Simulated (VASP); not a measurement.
# AlCu3 (P-4m2) in VASP: a series of runs, part 2 of 2

VASP 6.6.1.

## (5) Single point, LDA (atoms displaced along a vibrational mode)

File INCAR:

```
SYSTEM = AlCu3
PREC = Accurate
ENCUT = 520
EDIFF = 1E-6
ISMEAR = 0
SIGMA = 0.15
LREAL = .False.
LASPH = .True.
NELM = 100
ALGO = Fast
ISIF = 2
LWAVE = .False.
LCHARG = .True.
LELF = .True.
LVHAR = .True.
NBANDS = 26
```

File KPOINTS:

```
Automatic mesh
0
Gamma
  12 12 12
  0 0 0
```

File POSCAR:

```
AlCu3
1.0
    3.5890258340      0.0000000000      0.0000000000
    0.0000000000      3.5890258340      0.0000000000
    0.0000000000      0.0000000000      3.5890258340
Al Cu
1 3
Direct
    0.0000000000      0.0000000000      0.0000000000
    0.5000000000      0.4786014357      0.0000000000
    0.5000000000      0.0000000000      0.5000000000
    0.0000000000      0.5213985643      0.5000000000
```

Potentials or basis: VASP PAW LDA potentials, release 64 (Al, Cu).

Run with:

```
$ cat potpaw_LDA.64/Al/POTCAR potpaw_LDA.64/Cu/POTCAR > POTCAR
$ mpirun -np 1 vasp_std > vasp.out
```

OUTCAR:

```text
SYSTEM = AlCu3
   PREC = Accurate
   ENCUT = 520
   EDIFF = 1E-6
   ISMEAR = 0
   LREAL = .False.
   LASPH = .True.
   NELM = 100
   ISIF = 2

 ion  position               nearest neighbor table
   1  0.000  0.000  0.000-   2 2.48   4 2.48   4 2.48   2 2.48   3 2.54   3 2.54   3 2.54   3 2.54
                             4 2.59   4 2.59   2 2.59   2 2.59
   2  0.500  0.479  0.000-   1 2.48   3 2.48   3 2.48   1 2.48   4 2.54   4 2.54   4 2.54   4 2.54
                             1 2.59   3 2.59   1 2.59   3 2.59
   3  0.500  0.000  0.500-   2 2.48   4 2.48   2 2.48   4 2.48   1 2.54   1 2.54   1 2.54   1 2.54
                             4 2.59   4 2.59   2 2.59   2 2.59
   4  0.000  0.521  0.500-   1 2.48   3 2.48   1 2.48   3 2.48   2 2.54   2 2.54   2 2.54   2 2.54
                             1 2.59   3 2.59   1 2.59   3 2.59

  LATTYP: Found a simple cubic cell.
 ALAT       =     3.5890258340

  Lattice vectors:

 A1 = (   3.5890258340,   0.0000000000,   0.0000000000)
 A2 = (   0.0000000000,   3.5890258340,   0.0000000000)
 A3 = (   0.0000000000,   0.0000000000,   3.5890258340)

Analysis of symmetry for initial positions (statically):
=====================================================================
 Subroutine PRICEL returns:
 Original cell was already a primitive cell.

 Routine SETGRP: Setting up the symmetry group for a
 simple cubic supercell.

 Subroutine GETGRP returns: Found  8 space group operations
 (whereof  8 operations were pure point group operations)
 out of a pool of 48 trial point group operations.

The static configuration has the point symmetry D_2d.

Analysis of symmetry for dynamics (positions and initial velocities):
=====================================================================
 Subroutine PRICEL returns:
 Original cell was already a primitive cell.

 Routine SETGRP: Setting up the symmetry group for a
 simple cubic supercell.

 Subroutine GETGRP returns: Found  8 space group operations
 (whereof  8 operations were pure point group operations)
 out of a pool of 48 trial point group operations.

The dynamic configuration has the point symmetry D_2d.
[... 126 lines left out ...]
  Thomas-Fermi vector in A             =   2.616898
   LORBIT       =      0    0 simple, 1 ext, 2 COOP (PROOUT), +10 PAW based schemes
   GGA     = CA    functional components
   LHFCALC =     F    Hartree Fock is set to
   AEXX    =    0.0000 exact exchange contribution
   IVDW    =     0    specifies the selected vdW correction
   LEPSILON=     F    determine dielectric tensor
   LRPA    =     F    only Hartree local field effects (RPA)
 non-spin polarized calculation
 RMM-DIIS sequential band-by-band and
 Gauss-broadening in eV      SIGMA  =   0.15
  energy-cutoff  :      520.00
  volume of cell :       46.23
 maximum number of plane-waves:      1262
 NGX is ok and might be reduce to    28
   NGX = 13   NGY = 13   NGZ = 13

 number of electron      35.9999922 magnetization

 Free energy of the ion-electron system (eV)
  ---------------------------------------------------
  ext. energy  EPLUGINS =         0.00000000
  ---------------------------------------------------
  free energy    TOTEN  =       -19.06821834 eV

  energy without entropy =      -19.05746353  energy(sigma->0) =      -19.06284093

 E-fermi :   9.0129     XC(G=0): -12.8559

 val. band max:        8.9865406257   @ k =   0.1667   0.2500   0.1667
 cond. band min:       9.0295415928   @ k =   0.2500   0.1667   0.1667
 fundamental gap:      0.0430009670
 Fermi energy:         9.0128980075

 k-point     1 :       0.0000    0.0000    0.0000
  band No.  band energies     occupation
      1      -1.9537      2.00000
      2       3.3237      2.00000
      3       3.9069      2.00000
      4       3.9276      2.00000
      5       4.1852      2.00000
      6       4.1852      2.00000
[... 685 lines left out ...]
     25      18.5690      0.00000
     26      20.1834      0.00000

 [... further k-points ...]

------------------------ aborting loop because EDIFF is reached ----------------------------------------

  FORCE on cell =-STRESS in cart. coord.  units (eV):
  Direction    XX          YY          ZZ          XY          YZ          ZX
  --------------------------------------------------------------------------------------
  -------------------------------------------------------------------------------------
  Total        0.3277240      0.3578044      0.3277240     -0.0000000      0.0000000      0.0000000
  in kB       11.3576653     12.4001383     11.3576653     -0.0000000      0.0000000      0.0000000
  external PRESSURE =      11.7051563 kB  Pullay stress =       0.0000000 kB

 VOLUME and BASIS-vectors are now :
 -----------------------------------------------------------------------------
  energy-cutoff  :      520.00
  volume of cell :       46.23
      direct lattice vectors                 reciprocal lattice vectors
     3.589025834  0.000000000  0.000000000     0.278627139  0.000000000  0.000000000
     0.000000000  3.589025834  0.000000000     0.000000000  0.278627139  0.000000000
     0.000000000  0.000000000  3.589025834     0.000000000  0.000000000  0.278627139

 POSITION                                       TOTAL-FORCE (eV/Angst)
 -----------------------------------------------------------------------------------
      0.00000      0.00000      0.00000        -0.000000      0.000000     -0.000000
      1.79451      1.71771      0.00000         0.000000      0.515619     -0.000000
      1.79451      0.00000      1.79451        -0.000000      0.000000     -0.000000
      0.00000      1.87131      1.79451        -0.000000     -0.515619      0.000000
 -----------------------------------------------------------------------------------
    total drift:                                0.000000      0.000000      0.000000

  FREE ENERGIE OF THE ION-ELECTRON SYSTEM (eV)
  ---------------------------------------------------
  free  energy   TOTEN  =       -19.0682183356 eV

  energy  without entropy=      -19.0574635292  energy(sigma->0) =      -19.06284093
```

OSZICAR:

```text
N       E                     dE             d eps       ncg     rms          rms(c)
DAV:   1     0.250809817010E+03    0.25081E+03   -0.15657E+04 10688   0.225E+03
DAV:   2    -0.380570701902E+01   -0.25462E+03   -0.24372E+03 10200   0.356E+02
DAV:   3    -0.231120991320E+02   -0.19306E+02   -0.18424E+02 11592   0.138E+02
DAV:   4    -0.235473261854E+02   -0.43523E+00   -0.43386E+00 14984   0.247E+01
DAV:   5    -0.235544320100E+02   -0.71058E-02   -0.71049E-02 15724   0.246E+00    0.175E+01
RMM:   6    -0.220380867273E+02    0.15163E+01   -0.42891E+01 11577   0.103E+02    0.118E+01
RMM:   7    -0.190800935824E+02    0.29580E+01   -0.10621E+01 11212   0.532E+01    0.165E+00
RMM:   8    -0.190632942928E+02    0.16799E-01   -0.22626E-01 12457   0.680E+00    0.477E-01
RMM:   9    -0.190674281092E+02   -0.41338E-02   -0.93460E-02 12807   0.180E+00    0.242E-01
RMM:  10    -0.190677516774E+02   -0.32357E-03   -0.14570E-02 12771   0.176E+00    0.127E-01
RMM:  11    -0.190683989013E+02   -0.64722E-03   -0.58990E-03 13375   0.830E-01    0.160E-01
RMM:  12    -0.190681267103E+02    0.27219E-03   -0.19531E-03 12410   0.531E-01    0.215E-02
RMM:  13    -0.190682139813E+02   -0.87271E-04   -0.93301E-04 15582   0.225E-01    0.200E-02
RMM:  14    -0.190682184460E+02   -0.44646E-05   -0.47199E-05 13395   0.525E-02    0.129E-02
RMM:  15    -0.190682195071E+02   -0.10611E-05   -0.84903E-06 11850   0.382E-02    0.101E-02
RMM:  16    -0.190682182842E+02    0.12229E-05   -0.45340E-06 11098   0.330E-02    0.481E-03
RMM:  17    -0.190682183356E+02   -0.51436E-07   -0.11782E-06  7462   0.104E-02
   1 F= -.19068218E+02 E0= -.19062841E+02  d E =-.107548E-01
```

stdout:

```text
POSCAR found type information on POSCAR AlCu
 POSCAR found :  2 types and       4 ions
 scaLAPACK will be used
 LDA part: xc-table for (Slater(with rela. corr.)+CA(PZ))
 , standard interpolation
 POSCAR, INCAR and KPOINTS ok, starting setup
 FFT: planning ... GRIDC
 FFT: planning ... GRID_SOFT
 FFT: planning ... GRID
 WAVECAR not read
 entering main loop
WARNING in EDDRMM: call to ZHEGV failed, returncode =   6  3     25
WARNING in EDDRMM: call to ZHEGV failed, returncode =   8  4     25
```

Wall time 2.8 min (1 thread of Intel Xeon Platinum 8488C (Sapphire Rapids), shared host); peak memory 0.28 GiB.

Results:

- Free energy: -19.0682 eV
- Pressure: 1.2 GPa
- Largest force: 0.516 eV/Å
- Band gap on the k mesh: zero (bands 18 and 19 overlap by 5.72 eV)

Forces on the atoms (eV/Å):
```
Al   0.000  0.000  0.000
Cu   0.000  0.516  0.000
Cu   0.000  0.000  0.000
Cu   0.000 -0.516  0.000
```

Caveat: the cell differs from its parent crystal (atoms displaced along a vibrational mode).

## (6) Single point, LDA (atoms displaced along a vibrational mode)

File INCAR:

```
PREC     = Accurate       # precision mode
ENCUT    = 520            # plane-wave cutoff, eV
EDIFF    = 1E-6           # SCF threshold, eV
ISMEAR   = 0              # smearing method
SIGMA    = 0.15           # smearing width, eV
LREAL    = False          # projectors in reciprocal space
LASPH    = True           # aspherical terms in the spheres
NELM     = 80             # most SCF steps
ALGO     = Fast           # electronic algorithm
ISIF     = 2              # what is computed and relaxed
LWAVE    = False          # write WAVECAR
LCHARG   = True           # write CHGCAR
GGA      = CA             # functional
LELF     = True           # ELF
LVHAR    = True         
NBANDS   = 26             # bands
```

File KPOINTS:

```
Automatic mesh
0
Gamma
  12 12 12
```

File POSCAR:

```
AlCu3
1.0
    3.5890258340      0.0000000000      0.0000000000
    0.0000000000      3.5890258340      0.0000000000
    0.0000000000      0.0000000000      3.5890258340
Al Cu
1 3
Direct
    0.0000000000      0.0000000000      0.0000000000
    0.5000000000      0.4893007179      0.0000000000
    0.5000000000      0.0000000000      0.5000000000
    0.0000000000      0.5106992821      0.5000000000
```

Potentials or basis: VASP PAW LDA potentials, release 64 (Al, Cu).

Run with:

```
$ cat potpaw_LDA.64/Al/POTCAR potpaw_LDA.64/Cu/POTCAR > POTCAR
$ mpirun -np 1 vasp_std > vasp.out
```

OUTCAR:

```text
PREC = Accurate
   ENCUT = 520
   EDIFF = 1E-6
   ISMEAR = 0
   LREAL = False
   LASPH = True
   NELM = 80
   ISIF = 2
   GGA = CA

 ion  position               nearest neighbor table
   1  0.000  0.000  0.000-   2 2.51   4 2.51   4 2.51   2 2.51   3 2.54   3 2.54   3 2.54   3 2.54
                             4 2.57   4 2.57   2 2.57   2 2.57
   2  0.500  0.489  0.000-   1 2.51   3 2.51   3 2.51   1 2.51   4 2.54   4 2.54   4 2.54   4 2.54
                             1 2.57   3 2.57   1 2.57   3 2.57
   3  0.500  0.000  0.500-   2 2.51   4 2.51   2 2.51   4 2.51   1 2.54   1 2.54   1 2.54   1 2.54
                             4 2.57   4 2.57   2 2.57   2 2.57
   4  0.000  0.511  0.500-   1 2.51   3 2.51   1 2.51   3 2.51   2 2.54   2 2.54   2 2.54   2 2.54
                             1 2.57   3 2.57   1 2.57   3 2.57

  LATTYP: Found a simple cubic cell.
 ALAT       =     3.5890258340

  Lattice vectors:

 A1 = (   3.5890258340,   0.0000000000,   0.0000000000)
 A2 = (   0.0000000000,   3.5890258340,   0.0000000000)
 A3 = (   0.0000000000,   0.0000000000,   3.5890258340)

Analysis of symmetry for initial positions (statically):
=====================================================================
 Subroutine PRICEL returns:
 Original cell was already a primitive cell.

 Routine SETGRP: Setting up the symmetry group for a
 simple cubic supercell.

 Subroutine GETGRP returns: Found  8 space group operations
 (whereof  8 operations were pure point group operations)
 out of a pool of 48 trial point group operations.

The static configuration has the point symmetry D_2d.

Analysis of symmetry for dynamics (positions and initial velocities):
=====================================================================
 Subroutine PRICEL returns:
 Original cell was already a primitive cell.

 Routine SETGRP: Setting up the symmetry group for a
 simple cubic supercell.

 Subroutine GETGRP returns: Found  8 space group operations
 (whereof  8 operations were pure point group operations)
 out of a pool of 48 trial point group operations.
[... 127 lines left out ...]
  Fermi-wavevector in a.u.,A,eV,Ry     =   1.506141  2.846195 30.864298  2.268462
  Thomas-Fermi vector in A             =   2.616898
   LORBIT       =      0    0 simple, 1 ext, 2 COOP (PROOUT), +10 PAW based schemes
   GGA     = CA    functional components
   LHFCALC =     F    Hartree Fock is set to
   AEXX    =    0.0000 exact exchange contribution
   IVDW    =     0    specifies the selected vdW correction
   LEPSILON=     F    determine dielectric tensor
   LRPA    =     F    only Hartree local field effects (RPA)
 non-spin polarized calculation
 RMM-DIIS sequential band-by-band and
 Gauss-broadening in eV      SIGMA  =   0.15
  energy-cutoff  :      520.00
  volume of cell :       46.23
 maximum number of plane-waves:      1262
 NGX is ok and might be reduce to    28
   NGX = 13   NGY = 13   NGZ = 13

 number of electron      35.9999952 magnetization

 Free energy of the ion-electron system (eV)
  ---------------------------------------------------
  ext. energy  EPLUGINS =         0.00000000
  ---------------------------------------------------
  free energy    TOTEN  =       -19.09788306 eV

  energy without entropy =      -19.08671669  energy(sigma->0) =      -19.09229988

 E-fermi :   9.0131     XC(G=0): -12.8574

 val. band max:        9.0032590823   @ k =   0.2500   0.1667   0.1667
 cond. band min:       9.0508857885   @ k =   0.1667   0.0833   0.0833
 fundamental gap:      0.0476267061
 Fermi energy:         9.0131313051

 k-point     1 :       0.0000    0.0000    0.0000
  band No.  band energies     occupation
      1      -1.9537      2.00000
      2       3.3227      2.00000
      3       3.9160      2.00000
      4       3.9212      2.00000
      5       4.1840      2.00000
      6       4.1840      2.00000
[... 685 lines left out ...]
     25      18.5724      0.00000
     26      20.1778      0.00000

 [... further k-points ...]

------------------------ aborting loop because EDIFF is reached ----------------------------------------

  FORCE on cell =-STRESS in cart. coord.  units (eV):
  Direction    XX          YY          ZZ          XY          YZ          ZX
  --------------------------------------------------------------------------------------
  -------------------------------------------------------------------------------------
  Total        0.1910092      0.1974511      0.1910092      0.0000000      0.0000000      0.0000000
  in kB        6.6196511      6.8429019      6.6196511      0.0000000      0.0000000      0.0000000
  external PRESSURE =       6.6940680 kB  Pullay stress =       0.0000000 kB

 VOLUME and BASIS-vectors are now :
 -----------------------------------------------------------------------------
  energy-cutoff  :      520.00
  volume of cell :       46.23
      direct lattice vectors                 reciprocal lattice vectors
     3.589025834  0.000000000  0.000000000     0.278627139  0.000000000  0.000000000
     0.000000000  3.589025834  0.000000000     0.000000000  0.278627139  0.000000000
     0.000000000  0.000000000  3.589025834     0.000000000  0.000000000  0.278627139

 POSITION                                       TOTAL-FORCE (eV/Angst)
 -----------------------------------------------------------------------------------
      0.00000      0.00000      0.00000         0.000000      0.000000     -0.000000
      1.79451      1.75611      0.00000        -0.000000      0.256835      0.000000
      1.79451      0.00000      1.79451        -0.000000      0.000000     -0.000000
      0.00000      1.83291      1.79451         0.000000     -0.256835     -0.000000
 -----------------------------------------------------------------------------------
    total drift:                                0.000000     -0.000001     -0.000000

  FREE ENERGIE OF THE ION-ELECTRON SYSTEM (eV)
  ---------------------------------------------------
  free  energy   TOTEN  =       -19.0978830594 eV

  energy  without entropy=      -19.0867166919  energy(sigma->0) =      -19.09229988
```

OSZICAR:

```text
N       E                     dE             d eps       ncg     rms          rms(c)
DAV:   1     0.248944754518E+03    0.24894E+03   -0.15685E+04 10784   0.225E+03
DAV:   2    -0.419475978810E+01   -0.25314E+03   -0.24234E+03 10204   0.354E+02
DAV:   3    -0.231538439498E+02   -0.18959E+02   -0.18141E+02 11658   0.137E+02
DAV:   4    -0.235763665013E+02   -0.42252E+00   -0.42122E+00 15088   0.242E+01
DAV:   5    -0.235827938078E+02   -0.64273E-02   -0.64265E-02 15802   0.234E+00    0.175E+01
RMM:   6    -0.220639646752E+02    0.15188E+01   -0.42855E+01 11575   0.103E+02    0.118E+01
RMM:   7    -0.191100492329E+02    0.29539E+01   -0.10611E+01 11216   0.531E+01    0.165E+00
RMM:   8    -0.190930862124E+02    0.16963E-01   -0.22565E-01 12415   0.675E+00    0.466E-01
RMM:   9    -0.190970960271E+02   -0.40098E-02   -0.91515E-02 12775   0.177E+00    0.229E-01
RMM:  10    -0.190976070571E+02   -0.51103E-03   -0.18319E-02 12413   0.216E+00    0.206E-01
RMM:  11    -0.190982245226E+02   -0.61747E-03   -0.58364E-03 14591   0.547E-01    0.166E-01
RMM:  12    -0.190978350581E+02    0.38946E-03   -0.15586E-03 12337   0.542E-01    0.160E-02
RMM:  13    -0.190978808358E+02   -0.45778E-04   -0.46456E-04 14902   0.168E-01    0.171E-02
RMM:  14    -0.190978828907E+02   -0.20549E-05   -0.41712E-05 13169   0.730E-02    0.107E-02
RMM:  15    -0.190978840202E+02   -0.11295E-05   -0.22114E-05 11988   0.650E-02    0.103E-02
RMM:  16    -0.190978830594E+02    0.96080E-06   -0.87625E-06 11891   0.345E-02
   1 F= -.19097883E+02 E0= -.19092300E+02  d E =-.111664E-01
```

stdout:

```text
POSCAR found type information on POSCAR AlCu
 POSCAR found :  2 types and       4 ions
 scaLAPACK will be used
 LDA part: xc-table for (Slater(with rela. corr.)+CA(PZ))
 , standard interpolation
 POSCAR, INCAR and KPOINTS ok, starting setup
 FFT: planning ... GRIDC
 FFT: planning ... GRID_SOFT
 FFT: planning ... GRID
 WAVECAR not read
 entering main loop
```

Run time: 2.8 min. Hardware: 1 thread of Intel Xeon Platinum 8488C (Sapphire Rapids), shared host; peak memory 0.28 GiB.

Results:

* Free energy: -19.0979 eV
* Pressure: 0.7 GPa
* Largest force: 0.257 eV/Å
* Band gap on the k mesh: zero (bands 18 and 19 overlap by 5.72 eV)

Forces on the atoms (eV/Å):
```
Al   0.000  0.000  0.000
Cu   0.000  0.257  0.000
Cu   0.000  0.000  0.000
Cu   0.000 -0.257  0.000
```

Levels at points of the mesh, in eV from the Fermi level:
```
           k point  band 16  band 17  band 18  band 19  band 20  band 21
(0.00, 0.00, 0.00)    -2.16    -0.32    -0.32    -0.30     4.55     4.56
(0.50, 0.00, 0.00)    -2.61    -2.16     3.89     3.92     3.97     3.97
(0.00, 0.50, 0.00)    -2.61    -2.17     3.92     3.92     3.98     3.98
(0.50, 0.50, 0.00)    -2.90    -2.46    -1.25    -1.25     6.48     6.56
(0.50, 0.00, 0.50)    -2.89    -2.45    -1.25    -1.25     6.57     6.58
(0.50, 0.50, 0.50)    -2.35    -2.35    -2.35    -1.52     1.47     1.85
```

Caveat: the cell differs from its parent crystal (atoms displaced along a vibrational mode).

## (7) Overview

```csv
cell,further INCAR settings,gap on the mesh (eV),pressure (GPa),largest force (eV/Å)
"as given, atomic positions A",ALGO = Fast; EDIFF = 1e-06; NBANDS = 26,none,0.8,0.39
"as given, atomic positions B",ALGO = Fast; EDIFF = 1e-07; NBANDS = 26,none,1.5,0.65
"as given, atomic positions C",ALGO = Fast; EDIFF = 1e-07; NBANDS = 26,none,0.6,0.13
"as given, atomic positions D",ALGO = Fast; EDIFF = 1e-06; NBANDS = 26,none,1.2,0.52
"as given, atomic positions E",ALGO = Fast; EDIFF = 1e-06; NBANDS = 26,none,0.7,0.26
```

Alike in all rows: task single point; level LDA; potentials or basis VASP PAW LDA potentials, release 64 (Al, Cu); no spin polarisation; k mesh 12 × 12 × 12; cutoff (eV) 520; smearing gaussian 0.15 eV.

Absolute energies hang on the potentials; compare differences alone.
